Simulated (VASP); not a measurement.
A run of VASP 6.6.1 is set up as follows.

INCAR

```
SYSTEM = Be2Cd
  ALGO = Normal
  EDIFF = 1E-6
  ENCUT = 520
  GGA = PE
  ISIF = 2
  ISMEAR = 0
  LASPH = .TRUE.
  LCHARG = .FALSE.
  LREAL = .FALSE.
  LWAVE = .FALSE.
  NBANDS = 15
  NELM = 60
  PREC = Accurate
  SIGMA = 0.1
```

Contents of KPOINTS:

```
k-points
0
G
  12 12 16
  0 0 0
```

File POSCAR:

```
Be2Cd
1.0
    3.9894229295      0.0000000000      0.0000000000
   -1.9947114648      3.4549416034      0.0000000000
    0.0000000000      0.0000000000      2.8807063632
Be Cd
2 1
Direct
    0.3333333333      0.6666666667      0.5000000000
    0.6666666667      0.3333333333      0.5000000000
    0.0000000000      0.0000000000      0.0000000000
```

Potentials or basis: VASP PAW PBE potentials, release 64 (Be, Cd).

Run with:

```console
$ cat potpaw_PBE.64/Be/POTCAR potpaw_PBE.64/Cd/POTCAR > POTCAR
$ mpirun -np 1 vasp_std > vasp.out
```

Question: Predict the pressure.

Answer: 0.3 GPa.

Question: Predict the band gap on the k mesh.

Answer: Zero (bands 8 and 9 overlap by 2.88 eV).
